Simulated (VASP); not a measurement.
Here is a VASP 6.6.1 calculation.

Contents of INCAR:

```
ALGO = Normal ; EDIFF = 1E-6
EDIFFG = -0.005 ; ENCUT = 600
GGA = PE ; IBRION = 2
ISIF = 4 ; ISMEAR = -1
LASPH = T ; LCHARG = F
LREAL = F ; LWAVE = F
NELM = 80 ; NSW = 50
PREC = Accurate ; SIGMA = 0.05
```

KPOINTS

```
k-points
0
Gamma
  19 19 10
```

File POSCAR:

```
Cu
1.0
    2.2709173237      0.0000000000      0.0000000000
   -1.1354586618      1.9666720923      0.0000000000
    0.0000000000      0.0000000000      3.7509747035
Cu
2
Direct
    0.3333333333      0.6666666667      0.2500000000
    0.6666666667      0.3333333333      0.7500000000
```

Potentials or basis: VASP PAW PBE potentials, release 64 (Cu).

Command:

```sh
$ cat potpaw_PBE.64/Cu/POTCAR > POTCAR
$ mpirun -np 1 vasp_std > vasp.out
```

Problem. Predict the band gap on the k mesh.

Solution. Zero (band 11 reaches 17.46 eV, above the bottom of band 12 at 10.17 eV).

The path:
```
step  energy change (eV)  largest force (eV/Å)  pressure (GPa)  volume (Å³)
   1              0.0000                0.0000          122.40        16.75
   2             -0.0004                0.0000          122.29        16.75
   3             -0.0006                0.0000          122.33        16.75
```
